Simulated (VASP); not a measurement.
# Co (Fd-3m) in VASP: single point with revPBE

Aim: the single point of Co with revPBE.

All numbers are computed with VASP 6.6.1; they aren't measurements. Logs are shortened: lines on timing, memory, paths and dates and some standing lists are left out, and cuts for length are marked.

## (1) The cell of the first run

The structure is cubic, space group Fd-3m (No. 227). Conventional cell: a = 4.892 Å, b = 4.892 Å, c = 4.892 Å, α = 90.00°, β = 90.00°, γ = 90.00°. Co (site symmetry -43m) has 4 Co at 2.12 Å within 2.8 Å.

This isn't the form of Co at room conditions, which is hcp.

## (2) Single point, revPBE (14.64 Å³/atom)

File INCAR:

```
PREC = Accurate
ENCUT = 690
EDIFF = 1E-6
ISMEAR = -1
SIGMA = 0.1
LREAL = False
LASPH = True
NELM = 120
ALGO = Normal
ISIF = 2
LWAVE = False
LCHARG = False
GGA = RE
NBANDS = 24
GGA_COMPAT = False
```

File KPOINTS:

```
regular mesh
0
Gamma
  12 12 12
```

File POSCAR:

```
Co
1.0
    0.0000000000      2.4462239633      2.4462239633
    2.4462239633      0.0000000000      2.4462239633
    2.4462239633      2.4462239633      0.0000000000
Co
2
Direct
    0.1250000000      0.1250000000      0.1250000000
    0.8750000000      0.8750000000      0.8750000000
```

Potentials or basis: VASP PAW PBE potentials, release 64 (Co_sv).

On the command line:

```sh
$ cat potpaw_PBE.64/Co_sv/POTCAR > POTCAR
$ mpirun -np 1 vasp_std > vasp.out
```

OUTCAR:

```text
PREC = Accurate
   ENCUT = 690
   EDIFF = 1E-6
   ISMEAR = -1
   LREAL = False
   LASPH = True
   NELM = 120
   ISIF = 2
   GGA = RE

 ion  position               nearest neighbor table
   1  0.125  0.125  0.125-   2 2.12   2 2.12   2 2.12   2 2.12
   2  0.875  0.875  0.875-   1 2.12   1 2.12   1 2.12   1 2.12

  LATTYP: Found a face centered cubic cell.
 ALAT       =     4.8924479266

  Lattice vectors:

 A1 = (   0.0000000000,   2.4462239633,   2.4462239633)
 A2 = (   2.4462239633,   0.0000000000,   2.4462239633)
 A3 = (   2.4462239633,   2.4462239633,   0.0000000000)

Analysis of symmetry for initial positions (statically):
=====================================================================
 Subroutine PRICEL returns:
 Original cell was already a primitive cell.

 Routine SETGRP: Setting up the symmetry group for a
 face centered cubic supercell.

 Subroutine GETGRP returns: Found 48 space group operations
 (whereof 12 operations were pure point group operations)
 out of a pool of 48 trial point group operations.

The static configuration has the point symmetry D_3d.
 The point group associated with its full space group is O_h .

Analysis of symmetry for dynamics (positions and initial velocities):
=====================================================================
 Subroutine PRICEL returns:
 Original cell was already a primitive cell.

 Routine SETGRP: Setting up the symmetry group for a
 face centered cubic supercell.

 Subroutine GETGRP returns: Found 48 space group operations
 (whereof 12 operations were pure point group operations)
 out of a pool of 48 trial point group operations.

The dynamic configuration has the point symmetry D_3d.
 The point group associated with its full space group is O_h .

 Subroutine INISYM returns: Found 48 space group operations
 (whereof 12 operations are pure point group operations),
 and found     1 'primitive' translations

----------------------------------------------------------------------------------------

                                     Primitive cell

  volume of cell :      29.2765

  direct lattice vectors                    reciprocal lattice vectors
     0.000000000  2.446223963  2.446223963    -0.204396657  0.204396657  0.204396657
     2.446223963  0.000000000  2.446223963     0.204396657 -0.204396657  0.204396657
     2.446223963  2.446223963  0.000000000     0.204396657  0.204396657 -0.204396657

  length of vectors
     3.459483106  3.459483106  3.459483106     0.354025395  0.354025395  0.354025395

  position of ions in fractional coordinates (direct lattice)
     0.125000000  0.125000000  0.125000000
     0.875000000  0.875000000  0.875000000

  ion indices of the primitive-cell ions
   primitive index   ion index
                 1           1
                 2           2

----------------------------------------------------------------------------------------

 KPOINTS: regular mesh

Automatic generation of k-mesh.
 Grid dimensions read from file:
 generate k-points for:   12   12   12

 Generating k-lattice:

  Cartesian coordinates                     Fractional coordinates (reciprocal lattice)
    -0.017033055  0.017033055  0.017033055     0.083333333  0.000000000  0.000000000
     0.017033055 -0.017033055  0.017033055     0.000000000  0.083333333  0.000000000
     0.017033055  0.017033055 -0.017033055     0.000000000  0.000000000  0.083333333

  Length of vectors
     0.029502116  0.029502116  0.029502116

  Shift w.r.t. Gamma in fractional coordinates (k-lattice)
     0.000000000  0.000000000  0.000000000

 Subroutine IBZKPT returns following result:
 ===========================================

 Found     72 irreducible k-points:

 Following reciprocal coordinates:
            Coordinates               Weight
  0.000000  0.000000  0.000000      1.000000
  0.083333  0.000000  0.000000      8.000000
  0.166667  0.000000  0.000000      8.000000
  0.250000  0.000000  0.000000      8.000000
  0.333333  0.000000  0.000000      8.000000
  0.416667  0.000000  0.000000      8.000000
[... 16 lines left out ...]
  0.500000  0.166667  0.000000     24.000000
 -0.416667  0.166667  0.000000     24.000000
 [... further k-points ...]
   k-points           NKPTS =     72   k-points in BZ     NKDIM =     72   number of bands    NBANDS=     24
   number of dos      NEDOS =    301   number of ions     NIONS =      2
   total plane-waves  NPLWV =  27000
   dimension x,y,z NGX =    30 NGY =   30 NGZ =   30
   dimension x,y,z NGXF=    60 NGYF=   60 NGZF=   60
   ions per type =               2
   NGX,Y,Z   is equivalent  to a cutoff of  14.42, 14.42, 14.42 a.u.
   NGXF,Y,Z  is equivalent  to a cutoff of  28.83, 28.83, 28.83 a.u.
 SYSTEM =  unknown system
   PREC   = accura    normal or accurate (medium, high low for compatibility)
   ISTART =      0    job   : 0-new  1-cont  2-samecut
   ICHARG =      2    charge: 1-file 2-atom 10-const
   ISPIN  =      1    spin polarized calculation?
   LNONCOLLINEAR =      F non collinear calculations
   LSORBIT =      F    spin-orbit coupling
   LASPH  =      T    aspherical Exc in radial PAW
   ENCUT  =  690.0 eV  50.71 Ry    7.12 a.u.   7.41  7.41  7.41*2*pi/ulx,y,z
   NELM   =    120;   NELMIN=  2; NELMDL= -5     # of ELM steps
   EDIFF  = 0.1E-05   stopping-criterion for ELM
   LREAL  =      F    real-space projection
   EDIFFG = 0.1E-04   stopping-criterion for IOM
   NSW    =      0    number of steps for IOM
   IBRION =     -1    ionic relax: 0-MD 1-quasi-New 2-CG
   NFREE  =      0    steps in history (QN), initial steepest desc. (CG)
   ISIF   =      2    stress and relaxation
   ISYM   =      2    0-nonsym 1-usesym 2-fastsym
   POTIM  = 0.5000    time-step for ionic-motion
   TEBEG  =    0.0;   TEEND  =   0.0 temperature during run
   PSTRESS=    0.0 pullay stress
   NELECT =      34.0000    total number of electrons
   NUPDOWN=      -1.0000    fix difference up-down
   EMIN   =  10.00;   EMAX   =-10.00  energy-range for DOS
   EFERMI =   0.00;   METHOD = LEGACY
   ISMEAR =    -1;   SIGMA  =   0.10  broadening in eV -4-tet -1-fermi 0-gaus
   EFERMI_NEDOS =   21; number of points for ismear=-14 and -15
   IALGO  =     38    algorithm
   IMIX   =      4    mixing-type and parameters
     AMIX     =   0.40;   BMIX     =  1.00
     AMIX_MAG =   1.60;   BMIX_MAG =  1.00
  volume/ion in A,a.u.               =      14.64        98.78
  Fermi-wavevector in a.u.,A,eV,Ry     =   1.720792  3.251824 40.288530  2.961123
  Thomas-Fermi vector in A             =   2.797165
   LORBIT       =      0    0 simple, 1 ext, 2 COOP (PROOUT), +10 PAW based schemes
   GGA     = RE    functional components
   LHFCALC =     F    Hartree Fock is set to
   AEXX    =    0.0000 exact exchange contribution
   IVDW    =     0    specifies the selected vdW correction
   LEPSILON=     F    determine dielectric tensor
   LRPA    =     F    only Hartree local field effects (RPA)
 non-spin polarized calculation
  energy-cutoff  :      690.00
  volume of cell :       29.28
 maximum number of plane-waves:      1243
 NGX is ok and might be reduce to    30
   NGX = 15   NGY = 15   NGZ = 15

 number of electron      33.9999959 magnetization

 Free energy of the ion-electron system (eV)
  ---------------------------------------------------
  ext. energy  EPLUGINS =         0.00000000
  ---------------------------------------------------
  free energy    TOTEN  =       -10.75658575 eV

  energy without entropy =      -10.61912556  energy(sigma->0) =      -10.68785566

 E-fermi :   7.9148     XC(G=0): -11.6978

 val. band max:        7.9110542496   @ k =   0.3333   0.1667   0.0833
 cond. band min:       7.9378540806   @ k =  -0.1667   0.1667   0.0000
 fundamental gap:      0.0267998310
 Fermi energy:         7.9147546893

 k-point     1 :       0.0000    0.0000    0.0000
  band No.  band energies     occupation
      1     -87.5149      2.00000
      2     -87.2633      2.00000
      3     -50.8438      2.00000
      4     -50.8438      2.00000
      5     -50.8438      2.00000
      6     -50.4262      2.00000
[... 16 lines left out ...]
     23      21.5912      0.00000
     24      21.5912      0.00000

 k-point     2 :       0.0833    0.0000    0.0000
  band No.  band energies     occupation
      1     -87.5117      2.00000
      2     -87.2665      2.00000
      3     -50.8470      2.00000
      4     -50.8470      2.00000
      5     -50.8427      2.00000
      6     -50.4274      2.00000
[... 16 lines left out ...]
     23      22.3435      0.00000
     24      22.6416      0.00000

 k-point     3 :       0.1667    0.0000    0.0000
  band No.  band energies     occupation
      1     -87.5025      2.00000
      2     -87.2757      2.00000
      3     -50.8554      2.00000
      4     -50.8554      2.00000
      5     -50.8402      2.00000
      6     -50.4309      2.00000
[... 16 lines left out ...]
     23      21.8326      0.00000
     24      23.6255      0.00000

 k-point     4 :       0.2500    0.0000    0.0000
  band No.  band energies     occupation
      1     -87.4886      2.00000
      2     -87.2897      2.00000
      3     -50.8668      2.00000
      4     -50.8668      2.00000
      5     -50.8375      2.00000
      6     -50.4355      2.00000
[... 16 lines left out ...]
     23      21.2695      0.00000
     24      22.9694      0.00000

 k-point     5 :       0.3333    0.0000    0.0000
  band No.  band energies     occupation
      1     -87.4724      2.00000
      2     -87.3060      2.00000
      3     -50.8776      2.00000
      4     -50.8776      2.00000
      5     -50.8344      2.00000
      6     -50.4406      2.00000
[... 16 lines left out ...]
     23      20.8295      0.00000
     24      22.2505      0.00000

 k-point     6 :       0.4167    0.0000    0.0000
  band No.  band energies     occupation
      1     -87.4582      2.00000
      2     -87.3204      2.00000
      3     -50.8849      2.00000
      4     -50.8849      2.00000
      5     -50.8321      2.00000
      6     -50.4438      2.00000
[... 16 lines left out ...]
     23      20.5584      0.00000
     24      21.8004      0.00000
[... 379 lines left out ...]
 k-point    21 :       0.3333    0.1667    0.0000
  band No.  band energies     occupation
      1     -87.4724      2.00000
      2     -87.3060      2.00000
      3     -50.8944      2.00000
      4     -50.8910      2.00000
      5     -50.7917      2.00000
      6     -50.4816      2.00000
[... 16 lines left out ...]
     23      19.3234      0.00000
     24      22.0028      0.00000

 k-point    22 :       0.4167    0.1667    0.0000
  band No.  band energies     occupation
      1     -87.4563      2.00000
      2     -87.3223      2.00000
      3     -50.9075      2.00000
      4     -50.8979      2.00000
      5     -50.7815      2.00000
      6     -50.4924      2.00000
[... 16 lines left out ...]
     23      19.1991      0.00000
     24      23.6420      0.00000

 k-point    23 :       0.5000    0.1667    0.0000
  band No.  band energies     occupation
      1     -87.4438      2.00000
      2     -87.3349      2.00000
      3     -50.9169      2.00000
      4     -50.8997      2.00000
      5     -50.7760      2.00000
      6     -50.4980      2.00000
[... 16 lines left out ...]
     23      19.2401      0.00000
     24      24.0225      0.00000

 k-point    24 :      -0.4167    0.1667    0.0000
  band No.  band energies     occupation
      1     -87.4420      2.00000
      2     -87.3367      2.00000
      3     -50.9206      2.00000
      4     -50.8962      2.00000
      5     -50.7777      2.00000
      6     -50.4963      2.00000
[... 16 lines left out ...]
     23      19.4484      0.00000
     24      23.5243      0.00000

 [... further k-points ...]
[... 5 lines left out ...]
  --------------------------------------------------------------------------------------
  -------------------------------------------------------------------------------------
  Total        0.8311665      0.8311665      0.8311665      0.0000000      0.0000000     -0.0000000
  in kB       45.4862349     45.4862349     45.4862349      0.0000000      0.0000000     -0.0000000
  external PRESSURE =      45.4862349 kB  Pullay stress =       0.0000000 kB

 VOLUME and BASIS-vectors are now :
 -----------------------------------------------------------------------------
  energy-cutoff  :      690.00
  volume of cell :       29.28
      direct lattice vectors                 reciprocal lattice vectors
     0.000000000  2.446223963  2.446223963    -0.204396657  0.204396657  0.204396657
     2.446223963  0.000000000  2.446223963     0.204396657 -0.204396657  0.204396657
     2.446223963  2.446223963  0.000000000     0.204396657  0.204396657 -0.204396657

 POSITION                                       TOTAL-FORCE (eV/Angst)
 -----------------------------------------------------------------------------------
      0.61156      0.61156      0.61156        -0.000000     -0.000000     -0.000000
      4.28089      4.28089      4.28089         0.000000      0.000000      0.000000
 -----------------------------------------------------------------------------------
    total drift:                               -0.000000      0.000000      0.000000

  FREE ENERGIE OF THE ION-ELECTRON SYSTEM (eV)
  ---------------------------------------------------
  free  energy   TOTEN  =       -10.7565857520 eV

  energy  without entropy=      -10.6191255606  energy(sigma->0) =      -10.68785566
```

Wall time 1.8 min (1 thread of Intel Xeon Platinum 8259CL at 2.50GHz (Skylake/Cascade Lake), shared host); peak memory 0.2 GiB.

Results:

| Property | Result |
| --- | --- |
| Free energy | -10.7566 eV |
| Pressure | 4.5 GPa |
| Band gap on the k mesh | zero (bands 17 and 18 overlap by 0.76 eV) |

Caveat: the cell stands under pressure; the PAW data sets were made with another functional, which shifts forces and pressure a little; the run has no spin polarisation, though such a crystal can be magnetic. Spin polarisation is off, so any magnetic state and its effect on volume and gap are missing.

The gap in the log of VASP goes by the Fermi energy; the results here count the filled bands.